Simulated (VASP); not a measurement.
# Cu (I4/mmm) in VASP: a series of runs, part 3 of 3

VASP 6.6.1. The steps go on from the part before.

## 5. Single point, PBEsol

This run uses another cell than the first one, of 11.92 Å³/atom, 1.095 times its volume.

File INCAR:

```
ALGO = Normal
EDIFF = 1E-7
ENCUT = 520
GGA = PS
ISIF = 2
ISMEAR = 1
LASPH = True
LCHARG = False
LREAL = False
LWAVE = False
NBANDS = 12
NELM = 100
PREC = Accurate
SIGMA = 0.1
```

File KPOINTS:

```
k-points
0
Gamma
  14 14 14
```

File POSCAR:

```
Cu
1.0
   -1.4617792957      1.4617792957      1.3941894056
    1.4617792957     -1.4617792957      1.3941894056
    1.4617792957      1.4617792957     -1.3941894056
Cu
1
Direct
    0.0000000000      0.0000000000      0.0000000000
```

On the command line:

```
cat potpaw_PBE.64/Cu/POTCAR > POTCAR
mpirun -np 1 vasp_std > vasp.out
```

It took 39 s on 1 thread of AMD EPYC 7R13, shared host; peak memory 0.12 GiB.

It converged, with:

- Free energy: -4.2533 eV
- Pressure: -6.4 GPa

Stress tensor (GPa, compression positive):
```
-6.22  0.00  0.00
 0.00 -6.22  0.00
 0.00  0.00 -6.77
```

Levels at points of the mesh, in eV from the Fermi level:
```csv
k point,band 2,band 3,band 4,band 5,band 6,band 7,band 8,band 9,band 10,band 11
"(0.00, 0.00, 0.00)",-3.19,-3.01,-3.01,-2.18,-1.98,24.47,24.47,25.71,28.01,28.01
"(0.50, 0.00, 0.00)",-3.85,-2.09,-1.89,-1.35,-0.46,4.47,16.96,17.01,20.86,23.74
"(0.50, 0.50, 0.00)",-3.62,-2.25,-2.01,-1.37,-0.82,3.96,18.26,18.34,22.00,24.83
"(0.50, 0.50, 0.50)",-4.55,-1.53,-1.53,-1.48,7.54,7.54,9.33,13.07,13.63,16.10
```

Caveat: the PAW data sets were made with another functional, which shifts forces and pressure a little.

## 6. Single point, PBEsol

This run uses another cell than the first one, of 12.26 Å³/atom, 1.126 times its volume.

File INCAR:

```
PREC = Accurate ; ENCUT = 520
EDIFF = 1E-7 ; ISMEAR = 1
SIGMA = 0.1 ; LREAL = F
LASPH = T ; NELM = 100
ALGO = Normal ; ISIF = 2
LWAVE = F ; LCHARG = T
GGA = PS ; LELF = T
LVHAR = T ; NBANDS = 12
```

File KPOINTS:

```
Automatic mesh
0
Gamma
  14 14 14
```

File POSCAR:

```
Cu
1.0
   -1.4757018412      1.4757018412      1.4074681991
    1.4757018412     -1.4757018412      1.4074681991
    1.4757018412      1.4757018412     -1.4074681991
Cu
1
Direct
    0.0000000000      0.0000000000      0.0000000000
```

Potentials or basis: VASP PAW PBE potentials, release 64 (Cu).

On the command line:

```
cat potpaw_PBE.64/Cu/POTCAR > POTCAR
mpirun -np 1 vasp_std > vasp.out
```

OUTCAR:

```text
PREC = Accurate
   ENCUT = 520
   EDIFF = 1E-7
   ISMEAR = 1
   LREAL = F
   LASPH = T
   NELM = 100
   ISIF = 2
   GGA = PS

 ion  position               nearest neighbor table
   1  0.000  0.000  0.000-

  LATTYP: Found a body centered tetragonal cell.
 ALAT       =     2.9514036824
 C/A-ratio  =     0.9537619049

  Lattice vectors:

 A1 = (  -1.4757018412,   1.4757018412,   1.4074681991)
 A2 = (   1.4757018412,  -1.4757018412,   1.4074681991)
 A3 = (   1.4757018412,   1.4757018412,  -1.4074681991)

Analysis of symmetry for initial positions (statically):
=====================================================================
 Subroutine PRICEL returns:
 Original cell was already a primitive cell.

 Routine SETGRP: Setting up the symmetry group for a
 body centered tetragonal supercell.

 Subroutine GETGRP returns: Found 16 space group operations
 (whereof 16 operations were pure point group operations)
 out of a pool of 16 trial point group operations.

The static configuration has the point symmetry D_4h.

Analysis of symmetry for dynamics (positions and initial velocities):
=====================================================================
 Subroutine PRICEL returns:
 Original cell was already a primitive cell.

 Routine SETGRP: Setting up the symmetry group for a
 body centered tetragonal supercell.

 Subroutine GETGRP returns: Found 16 space group operations
 (whereof 16 operations were pure point group operations)
 out of a pool of 16 trial point group operations.

The dynamic configuration has the point symmetry D_4h.

 Subroutine INISYM returns: Found 16 space group operations
 (whereof 16 operations are pure point group operations),
 and found     1 'primitive' translations

----------------------------------------------------------------------------------------

                                     Primitive cell

[... 108 lines left out ...]
     AMIX_MAG =   1.60;   BMIX_MAG =  1.00
  volume/ion in A,a.u.               =      12.26        82.74
  Fermi-wavevector in a.u.,A,eV,Ry     =   1.578970  2.983820 33.921300  2.493145
  Thomas-Fermi vector in A             =   2.679420
   LORBIT       =      0    0 simple, 1 ext, 2 COOP (PROOUT), +10 PAW based schemes
   GGA     = PS    functional components
   LHFCALC =     F    Hartree Fock is set to
   AEXX    =    0.0000 exact exchange contribution
   IVDW    =     0    specifies the selected vdW correction
   LEPSILON=     F    determine dielectric tensor
   LRPA    =     F    only Hartree local field effects (RPA)
 non-spin polarized calculation
 Methfessel and Paxton  Order N= 1 SIGMA  =   0.10
  energy-cutoff  :      520.00
  volume of cell :       12.26
 maximum number of plane-waves:       346
   NGX =  9   NGY =  9   NGZ =  9

 number of electron      11.0000002 magnetization

 Free energy of the ion-electron system (eV)
  ---------------------------------------------------
  ext. energy  EPLUGINS =         0.00000000
  ---------------------------------------------------
  free energy    TOTEN  =        -4.23594162 eV

  energy without entropy =       -4.23553703  energy(sigma->0) =       -4.23580676

 E-fermi :   6.9261     XC(G=0): -12.6932

 val. band max:        6.9162432785   @ k =   0.2143   0.1429   0.1429
 cond. band min:       6.9379201440   @ k =   0.5000   0.1429   0.0714
 fundamental gap:      0.0216768655
 Fermi energy:         6.9261388305

 k-point     1 :       0.0000    0.0000    0.0000
  band No.  band energies     occupation
      1      -2.1536      2.00000
      2       3.8382      2.00000
      3       4.0143      2.00000
      4       4.0143      2.00000
      5       4.8122      2.00000
      6       5.0025      2.00000
      7      31.1236      0.00000
      8      31.1236      0.00000
      9      32.3571      0.00000
     10      34.3188      0.00000
     11      34.3188      0.00000
     12      34.8363      0.00000
[... 331 lines left out ...]
 k-point    24 :       0.2857    0.1429    0.0000
  band No.  band energies     occupation
      1       2.0229      2.00000
      2       3.3775      2.00000
      3       3.8888      2.00000
      4       4.7914      2.00000
      5       5.1522      2.00000
      6       6.0074      2.00000
      7      15.6503      0.00000
      8      20.0882      0.00000
      9      24.0999      0.00000
     10      30.0570      0.00000
     11      34.0112      0.00000
     12      35.5175      0.00000

 [... further k-points ...]
[... 5 lines left out ...]
  --------------------------------------------------------------------------------------
  -------------------------------------------------------------------------------------
  Total       -0.7400391     -0.7400391     -0.7804134      0.0000000      0.0000000     -0.0000000
  in kB      -96.7095688    -96.7095688   -101.9857439      0.0000000      0.0000000     -0.0000000
  external PRESSURE =     -98.4682938 kB  Pullay stress =       0.0000000 kB

 VOLUME and BASIS-vectors are now :
 -----------------------------------------------------------------------------
  energy-cutoff  :      520.00
  volume of cell :       12.26
      direct lattice vectors                 reciprocal lattice vectors
    -1.475701841  1.475701841  1.407468199     0.000000000  0.338821831  0.355247813
     1.475701841 -1.475701841  1.407468199     0.338821831  0.000000000  0.355247813
     1.475701841  1.475701841 -1.407468199     0.338821831  0.338821831  0.000000000

 POSITION                                       TOTAL-FORCE (eV/Angst)
 -----------------------------------------------------------------------------------
      0.00000      0.00000      0.00000        -0.000000      0.000000      0.000000
 -----------------------------------------------------------------------------------
    total drift:                                0.000000     -0.000000      0.000000

  FREE ENERGIE OF THE ION-ELECTRON SYSTEM (eV)
  ---------------------------------------------------
  free  energy   TOTEN  =        -4.2359416207 eV

  energy  without entropy=       -4.2355370324  energy(sigma->0) =       -4.23580676
```

OSZICAR:

```text
N       E                     dE             d eps       ncg     rms          rms(c)
DAV:   1     0.421716913463E+02    0.42172E+02   -0.54217E+03  6508   0.152E+03
DAV:   2    -0.394475602599E+01   -0.46116E+02   -0.42673E+02  6060   0.202E+02
DAV:   3    -0.529192030709E+01   -0.13472E+01   -0.13359E+01  6796   0.395E+01
DAV:   4    -0.530040668767E+01   -0.84864E-02   -0.84853E-02  6664   0.278E+00
DAV:   5    -0.530048820339E+01   -0.81516E-04   -0.81515E-04  6828   0.279E-01    0.825E+00
DAV:   6    -0.473056702035E+01    0.56992E+00   -0.17587E+01  6804   0.790E+01    0.460E+00
DAV:   7    -0.424919722824E+01    0.48137E+00   -0.28775E+00  6884   0.320E+01    0.570E-01
DAV:   8    -0.423749057071E+01    0.11707E-01   -0.55527E-03  6624   0.103E+00    0.290E-01
DAV:   9    -0.423593518941E+01    0.15554E-02   -0.87273E-03  7084   0.156E+00    0.245E-02
DAV:  10    -0.423594086894E+01   -0.56795E-05   -0.34241E-05  8692   0.933E-02    0.795E-03
DAV:  11    -0.423594159706E+01   -0.72812E-06   -0.12916E-06  7172   0.231E-02    0.333E-04
DAV:  12    -0.423594162069E+01   -0.23627E-07   -0.13966E-08  3920   0.155E-03
   1 F= -.42359416E+01 E0= -.42358068E+01  d E =-.404588E-03
```

stdout:

```text
POSCAR found type information on POSCAR Cu
 POSCAR found :  1 types and       1 ions
 scaLAPACK will be used
 -----------------------------------------------------------------------------
|                                                                             |
|                                                                             |
|     You enforced a specific xc type in the INCAR file but a different       |
|     I HOPE YOU KNOW WHAT YOU ARE DOING!                                     |
|                                                                             |
 -----------------------------------------------------------------------------

 LDA part: xc-table for (Slater+PW92), standard interpolation
 POSCAR, INCAR and KPOINTS ok, starting setup
 FFT: planning ... GRIDC
 FFT: planning ... GRID_SOFT
 FFT: planning ... GRID
 WAVECAR not read
 entering main loop
```

Run time: 50 s. Hardware: 1 thread of AMD EPYC 7R13, shared host; peak memory 0.12 GiB.

What came out:

| Property | Result |
| --- | --- |
| Free energy | -4.2359 eV |
| Pressure | -9.8 GPa |

Stress tensor (GPa, compression positive):
```
 -9.67   0.00   0.00
  0.00  -9.67   0.00
  0.00   0.00 -10.20
```

Levels at points of the mesh, in eV from the Fermi level:
```
           k point  band 4  band 5  band 6  band 7  band 8  band 9
(0.00, 0.00, 0.00)   -2.91   -2.11   -1.92   24.20   24.20   25.43
(0.50, 0.00, 0.00)   -1.84   -1.32   -0.38    4.32   16.63   16.79
(0.50, 0.50, 0.00)   -1.96   -1.35   -0.73    3.82   17.98   18.02
(0.50, 0.50, 0.50)   -1.50   -1.45    7.44    7.44    9.20   12.88
```

Caveat: the PAW data sets were made with another functional, which shifts forces and pressure a little.

## 7. The runs side by side

```csv
cell,gap on the mesh (eV),pressure (GPa)
"a = 2.419 Å, angles 108.2, 108.2, 112.0°, 1 atom",none,8.5
"a = 2.445 Å, angles 108.2, 108.2, 112.0°, 1 atom",none,2.7
"a = 2.469 Å, angles 108.2, 108.2, 112.0°, 1 atom",none,-2.3
"a = 2.493 Å, angles 108.2, 108.2, 112.0°, 1 atom",none,-6.4
"a = 2.517 Å, angles 108.2, 108.2, 112.0°, 1 atom",none,-9.8
```

Alike in all rows: task single point; level PBEsol; potentials or basis VASP PAW PBE potentials, release 64 (Cu); no spin polarisation; k mesh 14 × 14 × 14; cutoff (eV) 520; smearing methfessel-paxton 0.1 eV.

Caveats: the PAW data sets were made with another functional, which shifts forces and pressure a little.

Total energies depend on the potentials used, so only differences within one code and one set of settings carry meaning.
